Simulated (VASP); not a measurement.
Wanted: the native input for a VASP 6.6.1 run.

```
Task                   : single point
Functional             : r2SCAN
Potentials or basis    : VASP PAW PBE potentials, release 64 (Ni)
Cutoff                 : 520 eV
k mesh                 : 15 × 15 × 15
Occupations            : methfessel-paxton, width 1 eV
Spin                   : no spin polarisation
Dipole correction      : no
Further INCAR settings : ALGO = Normal; EDIFF = 1e-06; NBANDS = 11
```

Ni:

```xyz
1
Lattice="0.0000 1.7331 1.7331 1.7331 0.0000 1.7331 1.7331 1.7331 0.0000" Properties=species:S:1:pos:R:3 pbc="T T T"
Ni    0.0000    0.0000    0.0000
```

The input as run:

POSCAR

```
Ni
1.0
    0.0000000000      1.7330608651      1.7330608651
    1.7330608651      0.0000000000      1.7330608651
    1.7330608651      1.7330608651      0.0000000000
Ni
1
Direct
    0.0000000000      0.0000000000      0.0000000000
```

INCAR.step1

```
SYSTEM = Ni
ALGO = Normal ; EDIFF = 1E-4
ENCUT = 520 ; GGA = PE
ISMEAR = 1 ; LASPH = .True.
LCHARG = .False. ; LREAL = .False.
LWAVE = .True. ; NBANDS = 11
NELM = 60 ; PREC = Accurate
SIGMA = 1.0
```

INCAR.step2

```
SYSTEM = Ni
ALGO = Normal ; EDIFF = 1E-6
ENCUT = 520 ; ISIF = 2
ISMEAR = 1 ; ISTART = 1
LASPH = .True. ; LCHARG = .False.
LMIXTAU = .True. ; LREAL = .False.
LWAVE = .False. ; METAGGA = R2SCAN
NBANDS = 11 ; NELM = 60
PREC = Accurate ; SIGMA = 1.0
```

KPOINTS

```
k-points
0
Gamma
  15 15 15
  0 0 0
```

Potentials or basis: VASP PAW PBE potentials, release 64 (Ni).

Launch:

```bash
$ cat potpaw_PBE.64/Ni/POTCAR > POTCAR
$ cp INCAR.step1 INCAR
$ mpirun -np 1 vasp_std > vasp.out
$ cp INCAR.step2 INCAR
$ mpirun -np 1 vasp_std > vasp.out
```

It gave:

```
Pressure               : 0.0 GPa
Band gap on the k mesh : zero (band 5 reaches 9.76 eV, above the bottom of band 6 at 8.66 eV)
```

Caveat: the PAW data sets were made with another functional, which shifts forces and pressure a little; the run has no spin polarisation, though such a crystal can be magnetic.

It took 31 s on 1 thread of AMD EPYC 9R45 96-Core Processor (Zen 5), on a shared host, peak memory 0.1 GiB.
